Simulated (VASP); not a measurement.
# Ga (Cmcm) in VASP: further runs, part 2 of 2

VASP 6.6.1. Earlier steps stand in the parts before.

**4. Relaxation of cell and atoms, PBEsol**

This run uses another cell than the first one, of 18.68 Å³/atom.

Contents of INCAR:

```
PREC = Accurate
ENCUT = 600
EDIFF = 1E-6
ISMEAR = -1
SIGMA = 0.05
LREAL = F
LASPH = T
NELM = 100
ALGO = Normal
ISIF = 3
LWAVE = F
LCHARG = F
GGA = PS
IBRION = 2
NSW = 100
EDIFFG = -0.005
```

Contents of KPOINTS:

```
Automatic mesh
0
Gamma
  12 12 10
```

Contents of POSCAR:

```
Ga
1.0
    1.4500000000     -4.0650000000      0.0000000000
    1.4500000000      4.0650000000      0.0000000000
    0.0000000000      0.0000000000      3.1700000000
Ga
2
Direct
    0.8670000000      0.1330000000      0.2500000000
    0.1330000000      0.8670000000      0.7500000000
```

Potentials or basis: VASP PAW PBE potentials, release 64 (Ga_d).

Started as:

```sh
cat potpaw_PBE.64/Ga_d/POTCAR > POTCAR
mpirun -np 1 vasp_std > vasp.out
```

OUTCAR:

```text
PREC = Accurate
   ENCUT = 600
   EDIFF = 1E-6
   ISMEAR = -1
   LREAL = F
   LASPH = T
   NELM = 100
   ISIF = 3
   GGA = PS
   IBRION = 2
   NSW = 100
   EDIFFG = -0.005

 ion  position               nearest neighbor table
   1  0.867  0.133  0.250-   2 2.68   2 2.68   2 2.87   2 2.87   2 2.87   2 2.87
   2  0.133  0.867  0.750-   1 2.68   1 2.68   1 2.87   1 2.87   1 2.87   1 2.87

  LATTYP: Found a base centered orthorhombic cell.
 ALAT       =     2.9000000000
 B/A-ratio  =     2.8034482759
 C/A-ratio  =     1.0931034483

  Lattice vectors:

 A1 = (   1.4500000000,  -4.0650000000,   0.0000000000)
 A2 = (   1.4500000000,   4.0650000000,   0.0000000000)
 A3 = (   0.0000000000,   0.0000000000,   3.1700000000)

Analysis of symmetry for initial positions (statically):
=====================================================================
 Subroutine PRICEL returns:
 Original cell was already a primitive cell.

 Routine SETGRP: Setting up the symmetry group for a
 base centered orthorhombic supercell.

 Subroutine GETGRP returns: Found  8 space group operations
 (whereof  4 operations were pure point group operations)
 out of a pool of  8 trial point group operations.

The static configuration has the point symmetry C_2h.
 The point group associated with its full space group is D_2h.

Analysis of symmetry for dynamics (positions and initial velocities):
=====================================================================
 Subroutine PRICEL returns:
 Original cell was already a primitive cell.

 Routine SETGRP: Setting up the symmetry group for a
 base centered orthorhombic supercell.

 Subroutine GETGRP returns: Found  8 space group operations
 (whereof  4 operations were pure point group operations)
 out of a pool of  8 trial point group operations.

The dynamic configuration has the point symmetry C_2h.
 The point group associated with its full space group is D_2h.

 Subroutine INISYM returns: Found  8 space group operations
 (whereof  4 operations are pure point group operations),
 and found     1 'primitive' translations

----------------------------------------------------------------------------------------

                                     Primitive cell

  volume of cell :      37.3695

  direct lattice vectors                    reciprocal lattice vectors
     1.450000000 -4.065000000  0.000000000     0.344827586 -0.123001230  0.000000000
     1.450000000  4.065000000  0.000000000     0.344827586  0.123001230  0.000000000
     0.000000000  0.000000000  3.170000000     0.000000000  0.000000000  0.315457413

  length of vectors
     4.315868974  4.315868974  3.170000000     0.366108409  0.366108409  0.315457413

  position of ions in fractional coordinates (direct lattice)
     0.867000000  0.133000000  0.250000000
     0.133000000  0.867000000  0.750000000

  ion indices of the primitive-cell ions
   primitive index   ion index
                 1           1
                 2           2

----------------------------------------------------------------------------------------

 KPOINTS: Automatic mesh

Automatic generation of k-mesh.
 Grid dimensions read from file:
 generate k-points for:   12   12   10

 Generating k-lattice:

  Cartesian coordinates                     Fractional coordinates (reciprocal lattice)
[... 51 lines left out ...]
   PREC   = accura    normal or accurate (medium, high low for compatibility)
   ISTART =      0    job   : 0-new  1-cont  2-samecut
   ICHARG =      2    charge: 1-file 2-atom 10-const
   ISPIN  =      1    spin polarized calculation?
   LNONCOLLINEAR =      F non collinear calculations
   LSORBIT =      F    spin-orbit coupling
   LASPH  =      T    aspherical Exc in radial PAW
   ENCUT  =  600.0 eV  44.10 Ry    6.64 a.u.   8.62  8.62  6.33*2*pi/ulx,y,z
   NELM   =    100;   NELMIN=  2; NELMDL= -5     # of ELM steps
   EDIFF  = 0.1E-05   stopping-criterion for ELM
   LREAL  =      F    real-space projection
   EDIFFG = -.5E-02   stopping-criterion for IOM
   NSW    =    100    number of steps for IOM
   IBRION =      2    ionic relax: 0-MD 1-quasi-New 2-CG
   NFREE  =      1    steps in history (QN), initial steepest desc. (CG)
   ISIF   =      3    stress and relaxation
   ISYM   =      2    0-nonsym 1-usesym 2-fastsym
   POTIM  = 0.5000    time-step for ionic-motion
   TEBEG  =    0.0;   TEEND  =   0.0 temperature during run
   PSTRESS=    0.0 pullay stress
   NELECT =      26.0000    total number of electrons
   NUPDOWN=      -1.0000    fix difference up-down
   EMIN   =  10.00;   EMAX   =-10.00  energy-range for DOS
   EFERMI =   0.00;   METHOD = LEGACY
   ISMEAR =    -1;   SIGMA  =   0.05  broadening in eV -4-tet -1-fermi 0-gaus
   EFERMI_NEDOS =   21; number of points for ismear=-14 and -15
   IALGO  =     38    algorithm
   IMIX   =      4    mixing-type and parameters
     AMIX     =   0.40;   BMIX     =  1.00
     AMIX_MAG =   1.60;   BMIX_MAG =  1.00
  volume/ion in A,a.u.               =      18.68       126.09
  Fermi-wavevector in a.u.,A,eV,Ry     =   1.450641  2.741314 28.631555  2.104360
  Thomas-Fermi vector in A             =   2.568230
   LORBIT       =      0    0 simple, 1 ext, 2 COOP (PROOUT), +10 PAW based schemes
   GGA     = PS    functional components
   LHFCALC =     F    Hartree Fock is set to
   AEXX    =    0.0000 exact exchange contribution
   IVDW    =     0    specifies the selected vdW correction
   LEPSILON=     F    determine dielectric tensor
   LRPA    =     F    only Hartree local field effects (RPA)
 conjugate gradient relaxation of ions
 non-spin polarized calculation
  energy-cutoff  :      600.00
  volume of cell :       37.37
 maximum number of plane-waves:      1267
   NGX = 17   NGY = 17   NGZ = 13

--------------------------------------- Ionic step        1  -------------------------------------------

 number of electron      26.0000010 magnetization

 Free energy of the ion-electron system (eV)
  ---------------------------------------------------
  ext. energy  EPLUGINS =         0.00000000
  ---------------------------------------------------
  free energy    TOTEN  =        -6.64880581 eV

  energy without entropy =       -6.64251197  energy(sigma->0) =       -6.64565889

------------------------ aborting loop because EDIFF is reached ----------------------------------------

  FORCE on cell =-STRESS in cart. coord.  units (eV):
  Direction    XX          YY          ZZ          XY          YZ          ZX
  --------------------------------------------------------------------------------------
  -------------------------------------------------------------------------------------
  Total       -0.9746380     -0.1835507     -0.2408183      0.0000000     -0.0000000      0.0000000
  in kB      -41.7865109     -7.8695322    -10.3248166      0.0000000     -0.0000000      0.0000000
  external PRESSURE =     -19.9936199 kB  Pullay stress =       0.0000000 kB
[... 89 lines left out ...]
  FREE ENERGIE OF THE ION-ELECTRON SYSTEM (eV)
  ---------------------------------------------------
  free  energy   TOTEN  =        -6.6720989615 eV

  energy  without entropy=       -6.6662934436  energy(sigma->0) =       -6.66919620

[... ionic steps 4 to 19 ...]

--------------------------------------- Ionic step       20  -------------------------------------------

 number of electron      26.0000003 magnetization

------------------------ aborting loop because EDIFF is reached ----------------------------------------
[... 67 lines left out ...]
--------------------------------------- Ionic step       22  -------------------------------------------

 number of electron      26.0000003 magnetization

 Free energy of the ion-electron system (eV)
  ---------------------------------------------------
  ext. energy  EPLUGINS =         0.00000000
  ---------------------------------------------------
  free energy    TOTEN  =        -6.69213332 eV

  energy without entropy =       -6.68784982  energy(sigma->0) =       -6.68999157

 E-fermi :   5.8540     XC(G=0): -11.3735

 val. band max:        5.8426877448   @ k =   0.3333   0.0833   0.0000
 cond. band min:       5.8554577897   @ k =   0.5000   0.0833   0.4000
 fundamental gap:      0.0127700448
 Fermi energy:         5.8540487116

 k-point     1 :       0.0000    0.0000    0.0000
  band No.  band energies     occupation
      1      -9.3170      2.00000
      2      -9.2729      2.00000
      3      -9.2725      2.00000
      4      -9.2458      2.00000
      5      -8.9370      2.00000
      6      -8.9258      2.00000
[... 457 lines left out ...]
      4      -9.0909      2.00000
      5      -9.0580      2.00000
      6      -9.0046      2.00000
[... 9 lines left out ...]
     16      12.0448      0.00000
     17      14.0938      0.00000

 [... further k-points ...]
[... 5 lines left out ...]
  --------------------------------------------------------------------------------------
  -------------------------------------------------------------------------------------
  Total        0.0020162     -0.0053280      0.0049107      0.0000000      0.0000000      0.0000000
  in kB        0.0901416     -0.2382051      0.2195522      0.0000000      0.0000000      0.0000000
  external PRESSURE =       0.0238296 kB  Pullay stress =       0.0000000 kB
[... 17 lines left out ...]
  FREE ENERGIE OF THE ION-ELECTRON SYSTEM (eV)
  ---------------------------------------------------
  free  energy   TOTEN  =        -6.6921333248 eV

  energy  without entropy=       -6.6878498234  energy(sigma->0) =       -6.68999157

 reached required accuracy - stopping structural energy minimisation
```

CONTCAR:

```text
Ga
   1.00000000000000
     1.3540582905304441   -4.1335503330801551   -0.0000000000000001
     1.3540582905304441    4.1335503330801551    0.0000000000000001
     0.0000000000000000   -0.0000000000000000    3.2013231736059029
  Ga
     2
Direct
     0.8677335035541646    0.1322664964458354    0.2500000000000000
     0.1322664964458354    0.8677335035541646    0.7500000000000000

  0.00000000E+00  0.00000000E+00  0.00000000E+00
  0.00000000E+00  0.00000000E+00  0.00000000E+00
```

It took 48 min on 1 thread of Intel Xeon 8259CL, shared host; peak memory 0.33 GiB.

What came out:

* Free energy: -6.6921 eV
* Relaxed volume: 17.92 Å³/atom
* Relaxed cell: a = 4.350 Å, b = 4.350 Å, c = 3.201 Å, α = 90.00°, β = 90.00°, γ = 143.72°
* Space group after relaxing (to 0.1 Å): Cmcm (No. 63)
* Energy gained by relaxing: 21.7 meV/atom
* Ionic steps: 22
* Pressure after relaxing: 0.0 GPa
* Largest force after relaxing: 0.004 eV/Å
* Band gap on the k mesh: zero (bands 13 and 14 overlap by 9.05 eV)

Forces in eV/Å, atoms in the order of the input:
```
Ga   0.000 -0.004  0.000
Ga   0.000  0.004  0.000
```

Step by step:
| step | energy change (eV) | largest force (eV/Å) | pressure (GPa) | volume (Å³) |
| --- | --- | --- | --- | --- |
| 1 | 0.0000 | 0.1925 | -2.00 | 37.37 |
| 2 | -0.0199 | 0.0464 | -0.28 | 36.12 |
| 3 | -0.0233 | 0.0765 | 1.33 | 35.19 |
| 4 | -0.0235 | 0.0492 | 1.02 | 35.38 |
| 5 | -0.0353 | 0.1561 | 0.58 | 35.47 |
| 6 | -0.0380 | 0.1976 | 0.53 | 35.51 |
| 7 | -0.0380 | 0.2027 | 0.70 | 35.52 |
| 8 | -0.0418 | 0.0978 | -0.36 | 36.04 |
| 9 | -0.0419 | 0.0796 | -0.55 | 36.14 |
| 10 | -0.0432 | 0.0028 | -0.10 | 35.88 |
| 11 | -0.0433 | 0.0071 | -0.03 | 35.85 |
| 12 | -0.0433 | 0.0043 | -0.06 | 35.86 |
| 13 | -0.0433 | 0.0023 | -0.10 | 35.81 |
| 14 | -0.0432 | 0.0173 | 0.24 | 35.72 |
| 15 | -0.0433 | 0.0072 | 0.00 | 35.78 |
| 16 | -0.0433 | 0.0089 | 0.09 | 35.78 |
| 17 | -0.0433 | 0.0068 | 0.05 | 35.78 |
| 18 | -0.0433 | 0.0054 | 0.11 | 35.80 |
| 19 | -0.0433 | 0.0002 | -0.18 | 35.87 |
| 20 | -0.0433 | 0.0045 | 0.06 | 35.82 |
| 21 | -0.0433 | 0.0015 | -0.17 | 35.88 |
| 22 | -0.0433 | 0.0041 | 0.00 | 35.84 |

Final structure:
```yaml
crystal:
  lattice:
    - [1.35406, -4.13355, 0.00000]
    - [1.35406, 4.13355, 0.00000]
    - [0.00000, 0.00000, 3.20132]
  atoms:
    - { symbol: Ga, position: [0.86773, 0.13227, 0.25000] }
    - { symbol: Ga, position: [0.13227, 0.86773, 0.75000] }
```

Levels at points of the mesh, in eV from the Fermi level:
| k point | band 11 | band 12 | band 13 | band 14 | band 15 | band 16 |
| --- | --- | --- | --- | --- | --- | --- |
| (0.00, 0.00, 0.00) | -11.53 | -2.72 | -2.27 | 2.37 | 6.13 | 10.03 |
| (0.50, 0.00, 0.00) | -6.06 | -5.22 | -1.69 | -0.26 | 6.21 | 6.99 |
| (0.50, 0.50, 0.00) | -9.60 | -8.90 | 4.51 | 5.30 | 6.37 | 6.39 |
| (0.00, 0.00, 0.50) | -7.78 | -7.78 | 1.31 | 1.31 | 1.90 | 1.90 |
| (0.50, 0.00, 0.50) | -2.57 | -2.57 | -1.51 | -1.51 | 1.97 | 1.97 |
| (0.50, 0.50, 0.50) | -6.09 | -6.09 | -4.55 | -4.55 | 10.88 | 10.88 |

Caveat: the PAW data sets were made with another functional, which shifts forces and pressure a little.

**5. Overview**

```tsv
task	cell	cutoff (eV)	gap on the mesh (eV)	pressure (GPa)
single point	a = 4.346, b = 4.346, c = 3.202 Å, angles 90.0, 90.0, 143.7°, 2 atoms, atomic positions A	520	none	0.0
single point	a = 4.347, b = 4.347, c = 3.203 Å, angles 90.0, 90.0, 143.7°, 2 atoms, atomic positions A	520	none	-0.1
relaxation of cell and atoms	relaxed from a = 4.316, b = 4.316, c = 3.170 Å, angles 90.0, 90.0, 140.7°, 2 atoms, atomic positions B	600	none	0.0
```

Alike in all rows: level PBEsol; potentials or basis VASP PAW PBE potentials, release 64 (Ga_d); no spin polarisation; k mesh 12 × 12 × 10; smearing fermi-dirac 0.05 eV.

Caveats: the PAW data sets were made with another functional, which shifts forces and pressure a little.

Absolute energies hang on the potentials; compare differences alone.
